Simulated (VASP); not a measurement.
# Au (Fm-3m) in VASP: further runs

Au is run at these levels: PBE; tasks: single point.

Everything below comes from runs of VASP 6.6.1. Logs are shortened: lines on timing, memory, paths and dates and some standing lists are left out, and cuts for length are marked.

### 1 The cell of the first run

Symmetry: Fm-3m, No. 225, cubic system. The conventional cell has a = 4.150 Å, b = 4.150 Å, c = 4.150 Å, α = 90.00°, β = 90.00°, γ = 90.00°. Au (site symmetry m-3m) has 12 Au at 2.93 Å within 3.9 Å.

### 2 Single point, PBE

Input file INCAR:

```
PREC = Accurate ; ENCUT = 500
EDIFF = 1E-6 ; ISMEAR = -1
SIGMA = 0.1 ; LREAL = F
LASPH = T ; NELM = 120
ALGO = Normal ; ISIF = 2
LWAVE = F ; LCHARG = F
GGA = PE ; NBANDS = 12
GGA_COMPAT = F
```

Input file KPOINTS:

```
Automatic mesh
0
Gamma
  8 8 8
```

Input file POSCAR:

```
Au
1.0
    0.0000000000      2.0750000000      2.0750000000
    2.0750000000      0.0000000000      2.0750000000
    2.0750000000      2.0750000000      0.0000000000
Au
1
Direct
    0.0000000000      0.0000000000      0.0000000000
```

Potentials or basis: VASP PAW PBE potentials, release 64 (Au).

Command:

```sh
cat potpaw_PBE.64/Au/POTCAR > POTCAR
mpirun -np 1 vasp_std > vasp.out
```

OUTCAR:

```text
PREC = Accurate
   ENCUT = 500
   EDIFF = 1E-6
   ISMEAR = -1
   LREAL = F
   LASPH = T
   NELM = 120
   ISIF = 2
   GGA = PE

 ion  position               nearest neighbor table
   1  0.000  0.000  0.000-

  LATTYP: Found a face centered cubic cell.
 ALAT       =     4.1500000000

  Lattice vectors:

 A1 = (   0.0000000000,   2.0750000000,   2.0750000000)
 A2 = (   2.0750000000,   0.0000000000,   2.0750000000)
 A3 = (   2.0750000000,   2.0750000000,   0.0000000000)

Analysis of symmetry for initial positions (statically):
=====================================================================
 Subroutine PRICEL returns:
 Original cell was already a primitive cell.

 Routine SETGRP: Setting up the symmetry group for a
 face centered cubic supercell.

 Subroutine GETGRP returns: Found 48 space group operations
 (whereof 48 operations were pure point group operations)
 out of a pool of 48 trial point group operations.

The static configuration has the point symmetry O_h .

Analysis of symmetry for dynamics (positions and initial velocities):
=====================================================================
 Subroutine PRICEL returns:
 Original cell was already a primitive cell.

 Routine SETGRP: Setting up the symmetry group for a
 face centered cubic supercell.

 Subroutine GETGRP returns: Found 48 space group operations
 (whereof 48 operations were pure point group operations)
 out of a pool of 48 trial point group operations.

The dynamic configuration has the point symmetry O_h .

 Subroutine INISYM returns: Found 48 space group operations
 (whereof 48 operations are pure point group operations),
 and found     1 'primitive' translations

----------------------------------------------------------------------------------------

                                     Primitive cell

  volume of cell :      17.8683

  direct lattice vectors                    reciprocal lattice vectors
     0.000000000  2.075000000  2.075000000    -0.240963855  0.240963855  0.240963855
     2.075000000  0.000000000  2.075000000     0.240963855 -0.240963855  0.240963855
     2.075000000  2.075000000  0.000000000     0.240963855  0.240963855 -0.240963855

  length of vectors
     2.934493142  2.934493142  2.934493142     0.417361640  0.417361640  0.417361640

  position of ions in fractional coordinates (direct lattice)
     0.000000000  0.000000000  0.000000000

  ion indices of the primitive-cell ions
   primitive index   ion index
                 1           1

----------------------------------------------------------------------------------------

 KPOINTS: Automatic mesh

Automatic generation of k-mesh.
 Grid dimensions read from file:
 generate k-points for:    8    8    8

 Generating k-lattice:

  Cartesian coordinates                     Fractional coordinates (reciprocal lattice)
    -0.030120482  0.030120482  0.030120482     0.125000000  0.000000000  0.000000000
     0.030120482 -0.030120482  0.030120482     0.000000000  0.125000000  0.000000000
     0.030120482  0.030120482 -0.030120482     0.000000000  0.000000000  0.125000000

  Length of vectors
     0.052170205  0.052170205  0.052170205

  Shift w.r.t. Gamma in fractional coordinates (k-lattice)
     0.000000000  0.000000000  0.000000000

 Subroutine IBZKPT returns following result:
 ===========================================

 Found     29 irreducible k-points:

 Following reciprocal coordinates:
            Coordinates               Weight
  0.000000  0.000000  0.000000      1.000000
  0.125000  0.000000  0.000000      8.000000
  0.250000  0.000000  0.000000      8.000000
  0.375000  0.000000  0.000000      8.000000
  0.500000  0.000000  0.000000      4.000000
  0.125000  0.125000  0.000000      6.000000
[... 16 lines left out ...]
  0.500000  0.250000  0.125000     48.000000
 -0.375000  0.250000  0.125000     24.000000
 [... further k-points ...]
   k-points           NKPTS =     29   k-points in BZ     NKDIM =     29   number of bands    NBANDS=     12
   number of dos      NEDOS =    301   number of ions     NIONS =      1
   total plane-waves  NPLWV =  13824
   dimension x,y,z NGX =    24 NGY =   24 NGZ =   24
   dimension x,y,z NGXF=    48 NGYF=   48 NGZF=   48
   ions per type =               1
   NGX,Y,Z   is equivalent  to a cutoff of  13.60, 13.60, 13.60 a.u.
   NGXF,Y,Z  is equivalent  to a cutoff of  27.19, 27.19, 27.19 a.u.
 SYSTEM =  unknown system
   PREC   = accura    normal or accurate (medium, high low for compatibility)
   ISTART =      0    job   : 0-new  1-cont  2-samecut
   ICHARG =      2    charge: 1-file 2-atom 10-const
   ISPIN  =      1    spin polarized calculation?
   LNONCOLLINEAR =      F non collinear calculations
   LSORBIT =      F    spin-orbit coupling
   LASPH  =      T    aspherical Exc in radial PAW
   ENCUT  =  500.0 eV  36.75 Ry    6.06 a.u.   5.35  5.35  5.35*2*pi/ulx,y,z
   NELM   =    120;   NELMIN=  2; NELMDL= -5     # of ELM steps
   EDIFF  = 0.1E-05   stopping-criterion for ELM
   LREAL  =      F    real-space projection
   EDIFFG = 0.1E-04   stopping-criterion for IOM
   NSW    =      0    number of steps for IOM
   IBRION =     -1    ionic relax: 0-MD 1-quasi-New 2-CG
   NFREE  =      0    steps in history (QN), initial steepest desc. (CG)
   ISIF   =      2    stress and relaxation
   ISYM   =      2    0-nonsym 1-usesym 2-fastsym
   POTIM  = 0.5000    time-step for ionic-motion
   TEBEG  =    0.0;   TEEND  =   0.0 temperature during run
   PSTRESS=    0.0 pullay stress
   NELECT =      11.0000    total number of electrons
   NUPDOWN=      -1.0000    fix difference up-down
   EMIN   =  10.00;   EMAX   =-10.00  energy-range for DOS
   EFERMI =   0.00;   METHOD = LEGACY
   ISMEAR =    -1;   SIGMA  =   0.10  broadening in eV -4-tet -1-fermi 0-gaus
   EFERMI_NEDOS =   21; number of points for ismear=-14 and -15
   IALGO  =     38    algorithm
   IMIX   =      4    mixing-type and parameters
     AMIX     =   0.40;   BMIX     =  1.00
     AMIX_MAG =   1.60;   BMIX_MAG =  1.00
  volume/ion in A,a.u.               =      17.87       120.58
  Fermi-wavevector in a.u.,A,eV,Ry     =   1.392657  2.631741 26.388427  1.939495
  Thomas-Fermi vector in A             =   2.516379
   LORBIT       =      0    0 simple, 1 ext, 2 COOP (PROOUT), +10 PAW based schemes
   GGA     = PE    functional components
   LHFCALC =     F    Hartree Fock is set to
   AEXX    =    0.0000 exact exchange contribution
   IVDW    =     0    specifies the selected vdW correction
   LEPSILON=     F    determine dielectric tensor
   LRPA    =     F    only Hartree local field effects (RPA)
 non-spin polarized calculation
  energy-cutoff  :      500.00
  volume of cell :       17.87
 maximum number of plane-waves:       469
 NGX is ok and might be reduce to    24
   NGX = 11   NGY = 11   NGZ = 11

 number of electron      11.0000002 magnetization

 Free energy of the ion-electron system (eV)
  ---------------------------------------------------
  ext. energy  EPLUGINS =         0.00000000
  ---------------------------------------------------
  free energy    TOTEN  =        -3.19504803 eV

  energy without entropy =       -3.17758085  energy(sigma->0) =       -3.18631444

 E-fermi :   8.6632     XC(G=0): -12.4336

 val. band max:        8.5357378764   @ k =   0.5000   0.2500   0.1250
 cond. band min:       8.8124333241   @ k =   0.5000   0.3750   0.1250
 fundamental gap:      0.2766954477
 Fermi energy:         8.6632275445

 k-point     1 :       0.0000    0.0000    0.0000
  band No.  band energies     occupation
      1      -0.6598      2.00000
      2       4.2624      2.00000
      3       4.2624      2.00000
      4       4.2624      2.00000
      5       5.6556      2.00000
      6       5.6556      2.00000
      7      23.2816      0.00000
      8      27.0081      0.00000
      9      27.0081      0.00000
     10      27.0081      0.00000
     11      31.7635      0.00000
     12      35.9040      0.00000

 k-point     2 :       0.1250    0.0000    0.0000
  band No.  band energies     occupation
      1      -0.1502      2.00000
      2       4.1254      2.00000
      3       4.4148      2.00000
      4       4.4148      2.00000
      5       5.6038      2.00000
      6       5.6038      2.00000
      7      23.5893      0.00000
      8      24.5139      0.00000
      9      27.5413      0.00000
     10      27.5413      0.00000
     11      31.5627      0.00000
     12      33.6992      0.00000

 k-point     3 :       0.2500    0.0000    0.0000
  band No.  band energies     occupation
      1       1.0744      2.00000
      2       4.1556      2.00000
      3       4.5217      2.00000
      4       4.5217      2.00000
      5       5.8120      2.00000
      6       5.8120      2.00000
      7      19.5665      0.00000
      8      24.2480      0.00000
      9      28.1017      0.00000
     10      28.1017      0.00000
     11      30.0873      0.00000
     12      31.3394      0.00000
[... 286 lines left out ...]
 k-point    23 :       0.5000    0.2500    0.1250
  band No.  band energies     occupation
      1       2.7747      2.00000
      2       3.8285      2.00000
      3       4.0098      2.00000
      4       5.2280      2.00000
      5       6.3158      2.00000
      6       8.5357      1.56316
      7      15.4826      0.00000
      8      20.3028      0.00000
      9      22.7199      0.00000
     10      26.8792      0.00000
     11      30.7558      0.00000
     12      34.1724      0.00000

 k-point    24 :      -0.3750    0.2500    0.1250
  band No.  band energies     occupation
      1       2.7753      2.00000
      2       3.6569      2.00000
      3       4.6936      2.00000
      4       5.0369      2.00000
      5       6.6352      2.00000
      6      11.3174      0.00000
      7      11.5647      0.00000
      8      20.5182      0.00000
      9      21.5548      0.00000
     10      26.1313      0.00000
     11      32.0669      0.00000
     12      35.1015      0.00000

 [... further k-points ...]
[... 5 lines left out ...]
  --------------------------------------------------------------------------------------
  -------------------------------------------------------------------------------------
  Total        0.1452415      0.1452415      0.1452415      0.0000000     -0.0000000      0.0000000
  in kB       13.0231745     13.0231745     13.0231745      0.0000000     -0.0000000      0.0000000
  external PRESSURE =      13.0231745 kB  Pullay stress =       0.0000000 kB

 VOLUME and BASIS-vectors are now :
 -----------------------------------------------------------------------------
  energy-cutoff  :      500.00
  volume of cell :       17.87
      direct lattice vectors                 reciprocal lattice vectors
     0.000000000  2.075000000  2.075000000    -0.240963855  0.240963855  0.240963855
     2.075000000  0.000000000  2.075000000     0.240963855 -0.240963855  0.240963855
     2.075000000  2.075000000  0.000000000     0.240963855  0.240963855 -0.240963855

 POSITION                                       TOTAL-FORCE (eV/Angst)
 -----------------------------------------------------------------------------------
      0.00000      0.00000      0.00000        -0.000000     -0.000000     -0.000000
 -----------------------------------------------------------------------------------
    total drift:                               -0.000000      0.000000      0.000000

  FREE ENERGIE OF THE ION-ELECTRON SYSTEM (eV)
  ---------------------------------------------------
  free  energy   TOTEN  =        -3.1950480326 eV

  energy  without entropy=       -3.1775808498  energy(sigma->0) =       -3.18631444
```

Wall time 7.3 s (1 thread of AMD EPYC 7R13 (Zen 3), shared host); peak memory 0.11 GiB.

Results:

* Free energy: -3.1950 eV
* Pressure: 1.3 GPa

Caveat: spin-orbit coupling is left out, which moves the levels of the heavy elements.

### 3 Single point, PBE

Input file INCAR:

```
SYSTEM = Au
PREC     = Accurate       ! precision mode
ENCUT    = 500            ! plane-wave cutoff, eV
EDIFF    = 1E-6           ! SCF threshold, eV
ISMEAR   = -1             ! smearing method
SIGMA    = 0.1            ! smearing width, eV
LREAL    = .False.        ! projectors in reciprocal space
LASPH    = .True.         ! aspherical terms in the spheres
NELM     = 120            ! most SCF steps
ALGO     = Normal         ! electronic algorithm
ISIF     = 2              ! what is computed and relaxed
LWAVE    = .False.        ! write WAVECAR
LCHARG   = .False.        ! write CHGCAR
GGA      = PE             ! functional
NBANDS   = 12             ! bands
GGA_COMPAT= .False.
```

Input file KPOINTS:

```
regular mesh
0
Gamma
  8 8 8
  0 0 0
```

POSCAR is that of step 2.

Potentials or basis: VASP PAW PBE potentials, release 64 (Au).

Command:

```sh
cat potpaw_PBE.64/Au/POTCAR > POTCAR
mpirun -np 1 vasp_std > vasp.out
```

It took 7.2 s on 1 thread of AMD EPYC 7R13 (Zen 3), shared host; peak memory 0.11 GiB.

Results (log left out):

```yaml
Free_energy: -3.1950 eV
Pressure: 1.3 GPa
```

Levels at points of the mesh, in eV from the Fermi level:
| k point | band 4 | band 5 | band 6 | band 7 | band 8 | band 9 |
| --- | --- | --- | --- | --- | --- | --- |
| (0.00, 0.00, 0.00) | -4.40 | -3.01 | -3.01 | 14.62 | 18.34 | 18.34 |
| (0.50, 0.00, 0.00) | -1.90 | -1.90 | -0.70 | 2.87 | 14.06 | 16.81 |
| (0.50, 0.50, 0.00) | -1.61 | -1.61 | 1.20 | 5.44 | 9.91 | 9.91 |

Caveat: spin-orbit coupling is left out, which moves the levels of the heavy elements.
